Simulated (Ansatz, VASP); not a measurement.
# Two plane-wave programs on KBr

```
K Br
1.0
     6.07660    0.00000    0.00000
    -3.03830    5.26249    0.00000
     0.00000    0.00000    5.99159
K Br
1 1
Direct
  0.00000 0.00000 0.50000
  0.00000 0.00000 0.00000
```

Alike in both runs: functional PBE; k mesh 6 × 6 × 4; occupations gaussian, width 0.1 eV; no spin polarisation.

Ansatz relaxed the structure, and its values are those at the end. VASP's run is a single point on that final structure, the one shown.

|  | VASP | Ansatz |
| --- | --- | --- |
| version | VASP 6.6.1 | Ansatz 0.2.0 |
| potentials or method | VASP PAW PBE potentials, release 64 (K_sv, Br), cutoff 520 eV | scalar-relativistic, plane waves, PAW |
| valence electrons in the cell | 16 | 16 |

```csv
,VASP,Ansatz,Ansatz less VASP
gap on the k mesh at the Fermi level (eV),3.26,3.26,+0.001
least direct gap on the mesh (eV),3.26,3.26,+0.001
pressure (GPa),0.1,0.1,-0.01
```

The functional is the same, so the differences come from potentials, cutoffs and numerics.
